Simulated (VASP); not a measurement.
Wanted: the native input for a VASP 6.6.1 run.

```yaml
Task: relaxation of cell and atoms
Functional: PBE
Potentials_or_basis: VASP PAW PBE potentials, release 64 (Ta_pv, B, O)
Cutoff: 600 eV
k_mesh: 6 × 6 × 4
Occupations: gaussian, width 0.1 eV
Spin: no spin polarisation
Dipole_correction: no
Further_INCAR_settings: ALGO = Normal; EDIFF = 1e-06; IBRION = 2; EDIFFG = -0.04; NSW = 90; ISIF = 3
```

The structure of Ta2B2O lies in POSCAR:

```
Ta2B2O
1.0
    3.1363860700      0.0000000000      0.0000000000
   -1.5681930300      2.7161900100      0.0000000000
    0.0000000000      0.0000000000      7.3646926500
Ta B O
2 2 1
Direct
    0.0000000000      0.0000000000      0.0000000000
    0.3333333300      0.6666666700      0.5000000000
    0.3333333300      0.6666666700      0.2428985600
    0.3333333300      0.6666666700      0.7571014400
    0.0000000000      0.0000000000      0.5000000000
```

The input as run:

INCAR

```
ALGO     = Normal         # electronic algorithm
EDIFF    = 1E-6           # SCF threshold, eV
EDIFFG   = -0.04          # ionic threshold
ENCUT    = 600            # plane-wave cutoff, eV
GGA      = PE             # functional
IBRION   = 2              # ionic algorithm
ISIF     = 3              # what is computed and relaxed
ISMEAR   = 0              # smearing method
LASPH    = True           # aspherical terms in the spheres
LCHARG   = False          # write CHGCAR
LREAL    = False          # projectors in reciprocal space
LWAVE    = False          # write WAVECAR
NELM     = 100            # most SCF steps
NSW      = 90             # ionic steps
PREC     = Accurate       # precision mode
SIGMA    = 0.1            # smearing width, eV
```

KPOINTS

```
k-points
0
Gamma
  6 6 4
```

Potentials or basis: VASP PAW PBE potentials, release 64 (Ta_pv, B, O).

Run with:

```console
$ cat potpaw_PBE.64/Ta_pv/POTCAR potpaw_PBE.64/B/POTCAR potpaw_PBE.64/O/POTCAR > POTCAR
$ mpirun -np 1 vasp_std > vasp.out
```

Results of the run:

```json
{
  "Relaxed volume": "13.64 Å³/atom",
  "Relaxed cell": "a = 3.594 Å, b = 3.594 Å, c = 6.098 Å, α = 90.00°, β = 90.00°, γ = 120.00°",
  "Space group after relaxing (to 0.05 Å)": "P-6m2 (No. 187)",
  "Energy gained by relaxing": "1257.9 meV/atom",
  "Ionic steps": "22",
  "Pressure after relaxing": "0.2 GPa",
  "Largest force after relaxing": "0.019 eV/Å",
  "Band gap on the k mesh": "zero (band 17 reaches 4.96 eV, above the bottom of band 18 at 4.82 eV)"
}
```

Caveat: the k points lie up to 0.34 Å⁻¹ apart in the final cell; spin-orbit coupling is left out, which moves the levels of the heavy elements.

It took 6.4 min on 1 thread of Intel(R) Xeon(R) 6975P-C (Granite Rapids) (shared host), peak memory 0.23 GiB.
